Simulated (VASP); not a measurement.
Here is a VASP 6.6.1 calculation.

INCAR

```
SYSTEM = ZnS
PREC     = Accurate       ! precision mode
ENCUT    = 520            ! plane-wave cutoff, eV
EDIFF    = 1E-7           ! SCF threshold, eV
ISMEAR   = 0              ! smearing method
SIGMA    = 0.01           ! smearing width, eV
LREAL    = .FALSE.        ! projectors in reciprocal space
LASPH    = .TRUE.         ! aspherical terms in the spheres
NELM     = 150            ! most SCF steps
ALGO     = Normal         ! electronic algorithm
ISIF     = 2              ! what is computed and relaxed
LWAVE    = .FALSE.        ! write WAVECAR
LCHARG   = .TRUE.         ! write CHGCAR
LNONCOLLINEAR= .TRUE.         ! non-collinear magnetism
MAGMOM   = 0 0 0 0 0 0 0 0 0 0 0 0 ! initial moments
LORBIT   = 11             ! projections on sites
LSORBIT  = .TRUE.         ! spin-orbit coupling
GGA_COMPAT= .FALSE.      
LORBMOM  = .TRUE.       
GGA      = PS             ! functional
LVHAR    = .TRUE.       
NBANDS   = 50             ! bands
```

The input KPOINTS:

```
Automatic mesh
0
G
  8 8 4
  0 0 0
```

File POSCAR:

```
ZnS
1.0
    3.7815781029      0.0000000000      0.0000000000
   -1.8907890514      3.2749427035      0.0000000000
    0.0000000000      0.0000000000      6.2089610191
Zn S
2 2
Direct
    0.3333333333      0.6666666667      0.0054423638
    0.6666666667      0.3333333333      0.5054423638
    0.3333333333      0.6666666667      0.3795576362
    0.6666666667      0.3333333333      0.8795576362
```

Potentials or basis: VASP PAW PBE potentials, release 64 (Zn, S).

The run is started by

```bash
$ cat potpaw_PBE.64/Zn/POTCAR potpaw_PBE.64/S/POTCAR > POTCAR
$ mpirun -np 1 vasp_ncl > vasp.out
```

Task: Estimate the pressure.

Result: 0.2 GPa.

Task: What does it give for the net moment?

Result: 0.00 μB per cell.

Moments on the atoms (μB; x, y, z):
```
Zn  0.00 0.00 0.00
Zn  0.00 0.00 0.00
S   0.00 0.00 0.00
S   0.00 0.00 0.00
```

Caveat: the PAW data sets were made with another functional, which shifts forces and pressure a little.
